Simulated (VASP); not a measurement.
# As (C2/m) in VASP: single point with PBE

Aim: the single point of As with PBE.

Program: VASP 6.6.1. These are calculated values, not measurements. Logs are shortened: lines on timing, memory, paths and dates and some standing lists are left out, and cuts for length are marked.

## (1) The cell of the first run

It takes space group C2/m (No. 12, monoclinic). The conventional cell has a = 6.674 Å, b = 3.666 Å, c = 4.135 Å, α = 90.00°, β = 122.55°, γ = 90.00°. As (site symmetry m) has 6 As at 2.49 to 3.14 Å within 3.3 Å.

## (2) Single point, PBE (strain -0.0250 x Voigt [1, -1, 0, 0, 0, 0])

INCAR

```
  PREC = Accurate
  ENCUT = 520
  EDIFF = 1E-6
  ISMEAR = 0
  SIGMA = 0.15
  LREAL = F
  LASPH = T
  NELM = 60
  ALGO = Normal
  ISIF = 2
  LWAVE = F
  LCHARG = F
  GGA = PE
  NBANDS = 12
```

KPOINTS

```
Automatic mesh
0
Gamma
  18 18 18
```

POSCAR

```
As
1.0
    1.8327557211      1.1124057017      3.4857700000
   -1.8327557211      1.1124057017      3.4857700000
    0.0000000000     -2.2248114034      3.4857700000
As
2
Direct
    0.2275400000      0.2275400000      0.2275400000
    0.7724600000      0.7724600000      0.7724600000
```

Potentials or basis: VASP PAW PBE potentials, release 64 (As).

Run with:

```sh
$ cat potpaw_PBE.64/As/POTCAR > POTCAR
$ mpirun -np 1 vasp_std > vasp.out
```

OUTCAR:

```text
PREC = Accurate
   ENCUT = 520
   EDIFF = 1E-6
   ISMEAR = 0
   LREAL = F
   LASPH = T
   NELM = 60
   ISIF = 2
   GGA = PE

 ion  position               nearest neighbor table
   1  0.228  0.228  0.228-   2 2.49   2 2.49   2 2.56
   2  0.772  0.772  0.772-   1 2.49   1 2.49   1 2.56

  LATTYP: Found a base centered monoclinic cell.
 ALAT       =     6.6744342102
 B/A-ratio  =     0.5491868414
 C/A-ratio  =     0.6195671773
 COS(beta)  =    -0.5380099940

  Lattice vectors:

 A1 = (   1.8327557211,   3.3372171051,   0.0000000000)
 A2 = (  -1.8327557211,   3.3372171051,   0.0000000000)
 A3 = (   0.0000000000,  -2.2248114034,   3.4857700000)

Analysis of symmetry for initial positions (statically):
=====================================================================
 Subroutine PRICEL returns:
 Original cell was already a primitive cell.

 Routine SETGRP: Setting up the symmetry group for a
 base centered monoclinic supercell.

 Subroutine GETGRP returns: Found  4 space group operations
 (whereof  4 operations were pure point group operations)
 out of a pool of  4 trial point group operations.

The static configuration has the point symmetry C_2h.

Analysis of symmetry for dynamics (positions and initial velocities):
=====================================================================
 Subroutine PRICEL returns:
 Original cell was already a primitive cell.

 Routine SETGRP: Setting up the symmetry group for a
 base centered monoclinic supercell.

 Subroutine GETGRP returns: Found  4 space group operations
 (whereof  4 operations were pure point group operations)
 out of a pool of  4 trial point group operations.

The dynamic configuration has the point symmetry C_2h.

 Subroutine INISYM returns: Found  4 space group operations
 (whereof  4 operations are pure point group operations),
 and found     1 'primitive' translations

----------------------------------------------------------------------------------------

                                     Primitive cell

  volume of cell :      42.6401

  direct lattice vectors                    reciprocal lattice vectors
     1.832755721  1.112405702  3.485770000     0.272813226  0.149825434  0.095626887
    -1.832755721  1.112405702  3.485770000    -0.272813226  0.149825434  0.095626887
     0.000000000 -2.224811403  3.485770000     0.000000000 -0.299650867  0.095626887

  length of vectors
     4.092313829  4.092313829  4.135260363     0.325605925  0.325605925  0.314539574

  position of ions in fractional coordinates (direct lattice)
     0.227540000  0.227540000  0.227540000
     0.772460000  0.772460000  0.772460000

  ion indices of the primitive-cell ions
   primitive index   ion index
                 1           1
                 2           2

----------------------------------------------------------------------------------------

 KPOINTS: Automatic mesh

Automatic generation of k-mesh.
 Grid dimensions read from file:
 generate k-points for:   18   18   18

 Generating k-lattice:

  Cartesian coordinates                     Fractional coordinates (reciprocal lattice)
     0.015156290  0.008323635  0.005312605     0.055555556 -0.000000000  0.000000000
    -0.015156290  0.008323635  0.005312605    -0.000000000  0.055555556  0.000000000
     0.000000000 -0.016647270  0.005312605     0.000000000  0.000000000  0.055555556

  Length of vectors
     0.018089218  0.018089218  0.017474421

  Shift w.r.t. Gamma in fractional coordinates (k-lattice)
     0.000000000  0.000000000  0.000000000

 Subroutine IBZKPT returns following result:
 ===========================================

 Found   1550 irreducible k-points:

 Following reciprocal coordinates:
            Coordinates               Weight
  0.000000  0.000000  0.000000      1.000000
  0.055556  0.000000  0.000000      4.000000
  0.111111  0.000000  0.000000      4.000000
  0.166667  0.000000  0.000000      4.000000
  0.222222  0.000000  0.000000      4.000000
  0.277778  0.000000  0.000000      4.000000
[... 16 lines left out ...]
 -0.277778  0.055556  0.000000      4.000000
 -0.222222  0.055556 -0.000000      4.000000
 [... further k-points ...]
   k-points           NKPTS =   1550   k-points in BZ     NKDIM =   1550   number of bands    NBANDS=     12
   number of dos      NEDOS =    301   number of ions     NIONS =      2
   total plane-waves  NPLWV =  28800
   dimension x,y,z NGX =    30 NGY =   30 NGZ =   32
   dimension x,y,z NGXF=    60 NGYF=   60 NGZF=   64
   ions per type =               2
   NGX,Y,Z   is equivalent  to a cutoff of  12.19, 12.19, 12.86 a.u.
   NGXF,Y,Z  is equivalent  to a cutoff of  24.37, 24.37, 25.73 a.u.
 SYSTEM =  unknown system
   PREC   = accura    normal or accurate (medium, high low for compatibility)
   ISTART =      0    job   : 0-new  1-cont  2-samecut
   ICHARG =      2    charge: 1-file 2-atom 10-const
   ISPIN  =      1    spin polarized calculation?
   LNONCOLLINEAR =      F non collinear calculations
   LSORBIT =      F    spin-orbit coupling
   LASPH  =      T    aspherical Exc in radial PAW
   ENCUT  =  520.0 eV  38.22 Ry    6.18 a.u.   7.61  7.61  7.69*2*pi/ulx,y,z
   NELM   =     60;   NELMIN=  2; NELMDL= -5     # of ELM steps
   EDIFF  = 0.1E-05   stopping-criterion for ELM
   LREAL  =      F    real-space projection
   EDIFFG = 0.1E-04   stopping-criterion for IOM
   NSW    =      0    number of steps for IOM
   IBRION =     -1    ionic relax: 0-MD 1-quasi-New 2-CG
   NFREE  =      0    steps in history (QN), initial steepest desc. (CG)
   ISIF   =      2    stress and relaxation
   ISYM   =      2    0-nonsym 1-usesym 2-fastsym
   POTIM  = 0.5000    time-step for ionic-motion
   TEBEG  =    0.0;   TEEND  =   0.0 temperature during run
   PSTRESS=    0.0 pullay stress
   NELECT =      10.0000    total number of electrons
   NUPDOWN=      -1.0000    fix difference up-down
   EMIN   =  10.00;   EMAX   =-10.00  energy-range for DOS
   EFERMI =   0.00;   METHOD = LEGACY
   ISMEAR =     0;   SIGMA  =   0.15  broadening in eV -4-tet -1-fermi 0-gaus
   EFERMI_NEDOS =   21; number of points for ismear=-14 and -15
   IALGO  =     38    algorithm
   IMIX   =      4    mixing-type and parameters
     AMIX     =   0.40;   BMIX     =  1.00
     AMIX_MAG =   1.60;   BMIX_MAG =  1.00
  volume/ion in A,a.u.               =      21.32       143.87
  Fermi-wavevector in a.u.,A,eV,Ry     =   1.009568  1.907807 13.867433  1.019228
  Thomas-Fermi vector in A             =   2.142504
   LORBIT       =      0    0 simple, 1 ext, 2 COOP (PROOUT), +10 PAW based schemes
   GGA     = PE    functional components
   LHFCALC =     F    Hartree Fock is set to
   AEXX    =    0.0000 exact exchange contribution
   IVDW    =     0    specifies the selected vdW correction
   LEPSILON=     F    determine dielectric tensor
   LRPA    =     F    only Hartree local field effects (RPA)
 non-spin polarized calculation
 Gauss-broadening in eV      SIGMA  =   0.15
  energy-cutoff  :      520.00
  volume of cell :       42.64
 maximum number of plane-waves:      1171
   NGX = 15   NGY = 15   NGZ = 15

 number of electron      10.0000000 magnetization

 Free energy of the ion-electron system (eV)
  ---------------------------------------------------
  ext. energy  EPLUGINS =         0.00000000
  ---------------------------------------------------
  free energy    TOTEN  =        -9.29940521 eV

  energy without entropy =       -9.29637485  energy(sigma->0) =       -9.29789003

 E-fermi :   5.6145     XC(G=0): -10.0178

 val. band max:        5.6130451566   @ k =   0.0556   0.0556   0.4444
 cond. band min:       5.6161130067   @ k =   0.4444   0.3889   0.5000
 fundamental gap:      0.0030678501
 Fermi energy:         5.6145235523

 k-point     1 :       0.0000    0.0000    0.0000
  band No.  band energies     occupation
      1      -9.5320      2.00000
      2      -0.2015      2.00000
      3       2.8878      2.00000
      4       3.5834      2.00000
      5       3.6696      2.00000
      6       7.2078      0.00000
      7       8.4328      0.00000
      8       8.7751      0.00000
      9      11.9790      0.00000
     10      12.6954      0.00000
     11      12.8731      0.00000
     12      13.8394      0.00000

 k-point     2 :       0.0556    0.0000    0.0000
  band No.  band energies     occupation
      1      -9.4893      2.00000
      2      -0.3456      2.00000
      3       2.8899      2.00000
      4       3.5757      2.00000
      5       3.6267      2.00000
      6       7.2613      0.00000
      7       8.4408      0.00000
      8       8.6614      0.00000
      9      11.8934      0.00000
     10      12.2972      0.00000
     11      12.5930      0.00000
     12      14.1645      0.00000

 k-point     3 :       0.1111    0.0000    0.0000
  band No.  band energies     occupation
      1      -9.3613      2.00000
      2      -0.7510      2.00000
      3       2.8720      2.00000
      4       3.4357      2.00000
      5       3.6770      2.00000
      6       7.3030      0.00000
      7       8.3776      0.00000
      8       8.4443      0.00000
      9      11.6041      0.00000
     10      11.8495      0.00000
     11      12.3277      0.00000
     12      14.9027      0.00000
[... 286 lines left out ...]
 k-point    23 :      -0.2778    0.0556    0.0000
  band No.  band energies     occupation
      1      -8.2588      2.00000
      2      -3.2496      2.00000
      3       2.6169      2.00000
      4       3.0681      2.00000
      5       4.0242      2.00000
      6       6.2532      0.00000
      7       6.8439      0.00000
      8       7.6269      0.00000
      9      11.6524      0.00000
     10      12.5781      0.00000
     11      14.9593      0.00000
     12      17.3270      0.00000

 k-point    24 :      -0.2222    0.0556   -0.0000
  band No.  band energies     occupation
      1      -8.6665      2.00000
      2      -2.4463      2.00000
      3       2.7862      2.00000
      4       3.0973      2.00000
      5       3.8098      2.00000
      6       6.6996      0.00000
      7       7.3410      0.00000
      8       7.8419      0.00000
      9      11.2499      0.00000
     10      12.1022      0.00000
     11      13.8992      0.00000
     12      16.2837      0.00000

 [... further k-points ...]

------------------------ aborting loop because EDIFF is reached ----------------------------------------

  FORCE on cell =-STRESS in cart. coord.  units (eV):
  Direction    XX          YY          ZZ          XY          YZ          ZX
  --------------------------------------------------------------------------------------
  -------------------------------------------------------------------------------------
  Total        1.8000983      0.5517012      0.8802424      0.0000000     -0.4513347      0.0000000
  in kB       67.6377334     20.7298786     33.0746362      0.0000000    -16.9586617      0.0000000
  external PRESSURE =      40.4807494 kB  Pullay stress =       0.0000000 kB

 VOLUME and BASIS-vectors are now :
 -----------------------------------------------------------------------------
  energy-cutoff  :      520.00
  volume of cell :       42.64
      direct lattice vectors                 reciprocal lattice vectors
     1.832755721  1.112405702  3.485770000     0.272813226  0.149825434  0.095626887
    -1.832755721  1.112405702  3.485770000    -0.272813226  0.149825434  0.095626887
     0.000000000 -2.224811403  3.485770000     0.000000000 -0.299650867  0.095626887

 POSITION                                       TOTAL-FORCE (eV/Angst)
 -----------------------------------------------------------------------------------
      0.00000      0.00000      2.37946         0.000000     -0.090352      0.249207
      0.00000      0.00000      8.07785         0.000000      0.090352     -0.249207
 -----------------------------------------------------------------------------------
    total drift:                               -0.000000      0.000000     -0.000000

  FREE ENERGIE OF THE ION-ELECTRON SYSTEM (eV)
  ---------------------------------------------------
  free  energy   TOTEN  =        -9.2994052070 eV

  energy  without entropy=       -9.2963748516  energy(sigma->0) =       -9.29789003
```

It took 3.9 min on 1 thread of Intel Xeon 6975P-C (Granite Rapids), shared host; peak memory 0.74 GiB.

Results:

```yaml
Free_energy: -9.2994 eV
Pressure: 4.0 GPa
Largest_force: 0.265 eV/Å
Band_gap_on_the_k_mesh: zero (bands 5 and 6 overlap by 1.04 eV)
```

Forces on the atoms (eV/Å):
```
As   0.000 -0.090  0.249
As   0.000  0.090 -0.249
```

Caveat: the cell differs from its parent crystal (strain -0.0250 x Voigt [1, -1, 0, 0, 0, 0]); the cell stands under pressure.
